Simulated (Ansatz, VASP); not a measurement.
One calculation of KCl, two programs

INCAR

```
  PREC = Accurate
  ENCUT = 520
  EDIFF = 1E-8
  ISMEAR = -1
  SIGMA = 0.03
  LREAL = F
  LASPH = T
  NELM = 60
  ALGO = Normal
  ISIF = 2
  LWAVE = F
  LCHARG = F
  GGA = CA
  LEFG = T
  NBANDS = 15
```

The input KPOINTS:

```
regular mesh
0
Gamma
  7 7 7
```

The input POSCAR:

```
KCl
1.0
    0.0000000000      3.1455444028      3.1455444028
    3.1455444028      0.0000000000      3.1455444028
    3.1455444028      3.1455444028      0.0000000000
K Cl
1 1
Direct
    0.0000000000      0.0000000000      0.0000000000
    0.5000000000      0.5000000000      0.5000000000
```

Input for Ansatz:

```yaml
crystal:
  lattice:
    - [0.0, 3.1455444028, 3.1455444028]
    - [3.1455444028, 0.0, 3.1455444028]
    - [3.1455444028, 3.1455444028, 0.0]
  atoms:
    - { symbol: K, position: [0.0, 0.0, 0.0] }
    - { symbol: Cl, position: [0.5, 0.5, 0.5] }
kpoints:
  mp_grid: { grid: [7, 7, 7] }
scf:
  occupations: { method: fermi_dirac, width: 0.03 }
hamiltonian:
  xc: lda
  pseudopotentials: { kind: all_electron, datasets: crystal }
output:
  forces: true
  stress: true
  eigenvalues: true
  efg: { contact_densities: true }
```

Change from the starting cell: volume scaled by 0.99, crystal datasets.

Alike in both runs: task electric field gradients; functional LDA; k mesh 7 × 7 × 7; occupations fermi-dirac, width 0.03 eV; no spin polarisation.

|  | VASP | Ansatz |
| --- | --- | --- |
| version | VASP 6.6.1 | Ansatz 0.2.0 |
| potentials or method | VASP PAW LDA potentials, release 64 (K_sv, Cl), cutoff 520 eV | all-electron PAW with datasets made for the crystal, scalar-relativistic |

|  | VASP | Ansatz | Ansatz less VASP |
| --- | --- | --- | --- |
| gap on the k mesh at the Fermi level (eV) | 4.75 | 4.75 | -0.004 |
| pressure (GPa) | -1.9 | -1.9 | -0.04 |

LDA's correlation is that of Perdew and Zunger in VASP and of Perdew and Wang (1992) in Ansatz. Ansatz ran all-electron here, and VASP with PAW potentials.
